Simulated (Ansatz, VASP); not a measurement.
# MgO: VASP beside Ansatz

INCAR

```
SYSTEM = MgO
ALGO     = Normal         ! electronic algorithm
EDIFF    = 1E-7           ! SCF threshold, eV
ENCUT    = 520            ! plane-wave cutoff, eV
GGA      = PS             ! functional
ISIF     = 2              ! what is computed and relaxed
ISMEAR   = 0              ! smearing method
LASPH    = .True.         ! aspherical terms in the spheres
LCHARG   = .True.         ! write CHGCAR
LELF     = .True.         ! ELF
LREAL    = .False.        ! projectors in reciprocal space
LVHAR    = .True.       
LWAVE    = .False.        ! write WAVECAR
NBANDS   = 11             ! bands
NELM     = 60             ! most SCF steps
PREC     = Accurate       ! precision mode
SIGMA    = 0.05           ! smearing width, eV
```

The input KPOINTS:

```
k-points
0
Gamma
  10 10 10
  0 0 0
```

The input POSCAR:

```
MgO
1.0
    0.0000000000      2.1597833635      2.0544280775
    2.1597833635      0.0000000000      2.0544280775
    2.1597833635      2.1597833635      0.0000000000
Mg O
1 1
Direct
    0.0000000000      0.0000000000      0.0000000000
    0.5000000000      0.5000000000      0.5000000000
```

Input for Ansatz:

```yaml
crystal:
  lattice:
    - [0.0, 2.1597833635, 2.0544280775]
    - [2.1597833635, 0.0, 2.0544280775]
    - [2.1597833635, 2.1597833635, 0.0]
  atoms:
    - { symbol: Mg, position: [0.0, 0.0, 0.0] }
    - { symbol: O, position: [0.5, 0.5, 0.5] }
basis:
  ecutwfc: 420
kpoints:
  mp_grid: { grid: [10, 10, 10] }
hamiltonian:
  xc: pbesol
scf:
  occupations: { method: gaussian, width: 0.05 }
output:
  forces: true
  stress: true
  eigenvalues: true
```

Change from the starting cell: strain +0.025 along x and y, -0.025 along z, atoms carried along.

Alike in both runs: task single point; functional PBEsol; k mesh 10 × 10 × 10; occupations gaussian, width 0.05 eV; no spin polarisation.

```csv
,VASP,Ansatz
version,VASP 6.6.1,Ansatz 0.2.0
potentials or method,"VASP PAW PBE potentials, release 64 (Mg, O), cutoff 520 eV","scalar-relativistic, plane waves, PAW"
valence electrons in the cell,8,16
```

```tsv
	VASP	Ansatz	Ansatz less VASP
gap on the k mesh at the Fermi level (eV)	4.34	4.34	+0.003
least direct gap on the mesh (eV)	4.34	4.34	+0.003
pressure (GPa)	-3.3	-2.8	+0.52
traceless stress, the component that is largest in VASP (GPa)	6.54	6.50	-0.035
```

VASP's potentials were made for PBE, not for PBEsol. With one functional, cell and mesh, what is left measures potentials, basis and numerics. VASP's potentials hold 8 valence electrons a cell and Ansatz's 16, so a difference there can come from the potentials and not from the codes.
